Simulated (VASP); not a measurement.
Set up this calculation in VASP 6.6.1, as the native input.

| Property | Result |
| --- | --- |
| Task | electric field gradients |
| Functional | PBE |
| Potentials or basis | VASP PAW PBE potentials, release 64 (Si, O) |
| Cutoff | 520 eV |
| k mesh | 4 × 4 × 4 |
| Occupations | fermi-dirac, width 0.025 eV |
| Spin | no spin polarisation |
| Dipole correction | no |
| Further INCAR settings | ALGO = Normal; EDIFF = 1e-08; NBANDS = 82 |

The structure of SiO2 lies in POSCAR:

```
SiO2
1.0
    7.1600000000      0.0000000000      0.0000000000
    0.0000000000      7.1600000000      0.0000000000
    0.0000000000      0.0000000000      7.1600000000
Si O
8 16
Direct
    0.2807082848      0.2807082848      0.2807082848
    0.2192917152      0.7192917152      0.7807082848
    0.7807082848      0.2192917152      0.7192917152
    0.7192917152      0.7807082848      0.2192917152
    1.0205837200      1.0205837200      1.0205837200
    0.4794162800     -0.0205837200      0.5205837200
    0.5205837200      0.4794162800     -0.0205837200
   -0.0205837200      0.5205837200      0.4794162800
    0.1505389601      0.1505389601      0.1505389601
    0.3494610399      0.8494610399      0.6505389601
    0.6505389601      0.3494610399      0.8494610399
    0.8494610399      0.6505389601      0.3494610399
    0.6398190174      0.6615813758      0.0434329310
    0.8601809826      0.3384186242      0.5434329310
    0.1398190174      0.8384186242      0.9565670690
    0.3601809826      0.1615813758      0.4565670690
    0.0434329310      0.6398190174      0.6615813758
    0.5434329310      0.8601809826      0.3384186242
    0.9565670690      0.1398190174      0.8384186242
    0.4565670690      0.3601809826      0.1615813758
    0.6615813758      0.0434329310      0.6398190174
    0.3384186242      0.5434329310      0.8601809826
    0.8384186242      0.9565670690      0.1398190174
    0.1615813758      0.4565670690      0.3601809826
```

These files were run (other wordings do the same):

INCAR

```
SYSTEM = SiO2
  PREC = Accurate
  ENCUT = 520
  EDIFF = 1E-8
  ISMEAR = -1
  SIGMA = 0.025
  LREAL = .FALSE.
  LASPH = .TRUE.
  NELM = 120
  ALGO = Normal
  ISIF = 2
  LWAVE = .FALSE.
  LCHARG = .FALSE.
  GGA = PE
  LEFG = .TRUE.
  NBANDS = 82
  GGA_COMPAT = .FALSE.
```

KPOINTS

```
Automatic mesh
0
G
  4 4 4
  0 0 0
```

Potentials or basis: VASP PAW PBE potentials, release 64 (Si, O).

Launch:

```bash
$ cat potpaw_PBE.64/Si/POTCAR potpaw_PBE.64/O/POTCAR > POTCAR
$ mpirun -np 1 vasp_std > vasp.out
```

Results of the run:

```yaml
Pressure: 0.9 GPa
Largest_force: 0.018 eV/Å
Band_gap_on_the_k_mesh: 5.68 eV
Largest_electric_field_gradient_by_atom: Si +4.1, -1.7 (each value once); O +101.0, +92.7 (each value once) V/Å²
```

Caveat: without QUAD_EFG the Cq values of the log hold for a quadrupole moment of 1 mb, not for the nuclei.

Run time: 17 min on 1 thread of Intel Xeon 8259CL, on a shared host, peak memory 0.53 GiB.
